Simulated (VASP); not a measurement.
Write the native input for VASP 6.6.1 that does the following.

```yaml
Task: single point
Functional: revPBE
Potentials_or_basis: VASP PAW PBE potentials, release 64 (Fe)
Cutoff: 520 eV
k_mesh: 11 × 11 × 14
Occupations: fermi-dirac, width 0.1 eV
Spin: no spin polarisation
Dipole_correction: no
Further_INCAR_settings: ALGO = Normal; EDIFF = 1e-06; NBANDS = 19
```

The structure of Fe lies in POSCAR:

```
Fe
1.0
    3.8262617059      0.0000000000      0.0000000000
   -1.9131308529      3.3136398388      0.0000000000
    0.0000000000      0.0000000000      2.4049412457
Fe
3
Direct
    0.0000000000      0.0000000000      0.0000000000
    0.3333333333      0.6666666667      0.5000000000
    0.6666666667      0.3333333333      0.5000000000
```

This isn't the form of Fe at room conditions, which is bcc.

These files were run (other wordings do the same):

INCAR

```
SYSTEM = Fe
PREC = Accurate ; ENCUT = 520
EDIFF = 1E-6 ; ISMEAR = -1
SIGMA = 0.1 ; LREAL = .FALSE.
LASPH = .TRUE. ; NELM = 100
ALGO = Normal ; ISIF = 2
LWAVE = .FALSE. ; LCHARG = .FALSE.
GGA = RE ; NBANDS = 19
```

KPOINTS

```
Automatic mesh
0
G
  11 11 14
  0 0 0
```

Potentials or basis: VASP PAW PBE potentials, release 64 (Fe).

Run with:

```sh
$ cat potpaw_PBE.64/Fe/POTCAR > POTCAR
$ mpirun -np 1 vasp_std > vasp.out
```

Results of the run:

```json
{"Pressure": "11.0 GPa", "Band gap on the k mesh": "zero (bands 12 and 13 overlap by 1.53 eV)"}
```

Caveat: the cell stands under pressure; the PAW data sets were made with another functional, which shifts forces and pressure a little; the run has no spin polarisation, though such a crystal can be magnetic.

It took 95 s on 1 thread of Intel Xeon 8259CL, on a shared host, peak memory 0.18 GiB.
